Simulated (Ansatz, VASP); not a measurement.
**Ga in VASP and in Ansatz**

INCAR

```
SYSTEM = Ga
PREC = Accurate
ENCUT = 520
EDIFF = 1E-6
ISMEAR = -1
SIGMA = 0.1
LREAL = .FALSE.
LASPH = .TRUE.
NELM = 100
ALGO = Normal
ISIF = 2
LWAVE = .FALSE.
LCHARG = .TRUE.
GGA = PE
LELF = .TRUE.
LVHAR = .TRUE.
NBANDS = 34
```

File KPOINTS:

```
regular mesh
0
G
  5 5 4
  0 0 0
```

File POSCAR:

```
Ga
1.0
    2.3107968683     -3.8729233244      0.0000000000
    2.3107968683      3.8729233244      0.0000000000
    0.0000000000      0.0000000000      4.5463111460
Ga
4
Direct
    0.8442122196      0.1557877804      0.0839449706
    0.6557877804      0.3442122196      0.5839449706
    0.1557877804      0.8442122196      0.9160550294
    0.3442122196      0.6557877804      0.4160550294
```

Input for Ansatz:

```yaml
crystal:
  lattice:
    - [2.3107968683, -3.8729233244, 0.0]
    - [2.3107968683, 3.8729233244, 0.0]
    - [0.0, 0.0, 4.546311146]
  atoms:
    - { symbol: Ga, position: [0.8442122196, 0.1557877804, 0.0839449706] }
    - { symbol: Ga, position: [0.6557877804, 0.3442122196, 0.5839449706] }
    - { symbol: Ga, position: [0.1557877804, 0.8442122196, 0.9160550294] }
    - { symbol: Ga, position: [0.3442122196, 0.6557877804, 0.4160550294] }
hamiltonian:
  xc: pbe
  pseudopotentials:
    kind: paw
    azcp:
      Ga: "pseudopotentials/Ga.paw.azcp"
basis:
  ecutwfc: 420
  fft_grid_basis: typed
kpoints:
  mp_grid: { grid: [5, 5, 4], shift: [0, 0, 0] }
magnetization:
  spin_polarized: false
scf:
  occupations: { method: fermi_dirac, width: 0.1 }
  lower_state_search: "off"
output:
  stress: true
```

Alike in both runs: task single point; functional PBE; k mesh 5 × 5 × 4; occupations fermi-dirac, width 0.1 eV; no spin polarisation.

```csv
,VASP,Ansatz
version,VASP 6.6.1,Ansatz 0.2.0
potentials or method,"VASP PAW PBE potentials, release 64 (Ga_d), cutoff 520 eV","plane waves (420 eV) with PAW, scalar-relativistic"
valence electrons in the cell,52,52
```

```csv
,VASP,Ansatz,Ansatz less VASP
pressure (GPa),-0.1,-0.2,-0.16
"traceless stress, the component that is largest in VASP (GPa)",0.50,0.50,+0.001
```
